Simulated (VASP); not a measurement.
# AgH20O10F: single point with PBE

The system is AgH20O10F.

```
O H Ag F
1.0
     7.23298    0.00000    0.00000
     0.00000    7.23298    0.00000
     0.00000    0.00000    7.23298
O H Ag F
10 20 1 1
Direct
  0.61800 0.00965 0.45515
  0.83968 0.96195 0.81268
  0.45760 0.71901 0.61744
  0.34921 0.22689 0.95099
  0.11027 0.71954 0.19412
  0.72414 0.53573 0.36813
  0.95655 0.57494 0.86115
  0.43332 0.87296 0.99197
  0.67783 0.37339 0.02723
  0.35779 0.31265 0.48107
  0.52515 0.11030 0.43396
  0.74401 0.04052 0.40895
  0.79104 0.04926 0.90166
  0.76542 0.97944 0.69677
  0.49302 0.82760 0.54499
  0.33300 0.67068 0.58260
  0.47152 0.28774 0.98702
  0.39551 0.08951 0.95438
  0.20223 0.77624 0.11658
  0.03658 0.82554 0.24721
  0.63220 0.59679 0.45627
  0.83999 0.52527 0.43541
  0.89939 0.69475 0.84413
  0.99198 0.58399 0.99082
  0.51871 0.82875 0.08858
  0.44816 0.81706 0.86150
  0.76063 0.43245 0.94335
  0.70839 0.43698 0.14275
  0.29594 0.31112 0.60112
  0.38454 0.43916 0.44919
  0.12616 0.22326 0.15735
  0.93079 0.03617 0.29923
```

```
Program             : VASP 6.6.1
Task                : single point
Functional          : PBE
Potentials or basis : VASP PAW PBE potentials, release 64 (O, H, Ag, F)
Cutoff              : 520 eV
k mesh              : 1 × 1 × 1
Occupations         : fermi-dirac, width 0.02 eV
Spin                : no spin polarisation
```

| Quantity | Value |
| --- | --- |
| Pressure | -1.1 GPa |
| Largest force | 1.950 eV/Å |
| Band gap on the k mesh | 3.16 eV |

Forces on the atoms (eV/Å):
```
O   -1.441  0.085  0.500
O   -0.355 -0.353 -1.085
O   -1.001 -1.449  0.529
O    1.302 -1.132  0.128
O   -0.877 -0.172  0.939
O   -1.000  0.658  0.754
O   -0.164 -0.749 -0.258
O   -0.270 -0.373 -0.978
O   -0.789 -0.755  0.837
O   -0.403 -0.682 -0.080
H    1.094 -0.279  0.269
H    0.216  0.133 -0.744
H   -0.135  0.208  0.184
H    0.414  0.117  0.846
H    0.141  0.854 -0.654
H    0.911  0.985  0.232
H   -0.616  0.288 -0.185
H   -0.861  1.144  0.131
H    0.663  0.421 -0.519
H    0.244 -0.261 -0.359
H    1.188 -0.616 -0.704
H   -0.076  0.062  0.092
H   -0.239  0.912 -0.316
H    0.579  0.257  0.478
H   -0.020  0.000 -1.009
H    0.373  0.037  1.699
H    0.991  0.687 -1.532
H   -0.365 -0.095  0.714
H    0.133  0.075  0.009
H    0.149  0.241  0.007
Ag  -0.117 -0.511  0.138
F    0.330  0.266 -0.062
```

Stress tensor (GPa, compression positive):
```
-1.41  0.75 -0.64
 0.75 -0.39 -0.92
-0.64 -0.92 -1.48
```

Levels at points of the mesh, in eV from the valence-band top:
| k point | band 47 | band 48 | band 49 | band 50 | band 51 | band 52 |
| --- | --- | --- | --- | --- | --- | --- |
| (0.00, 0.00, 0.00) | -0.47 | -0.33 | 0.00 | 3.16 | 5.20 | 6.09 |

It took 61 s on 1 thread of Intel(R) Xeon(R) Platinum 8488C (Sapphire Rapids), on a shared host, peak memory 0.37 GiB.

Caveat: the k points lie up to 0.87 Å⁻¹ apart.
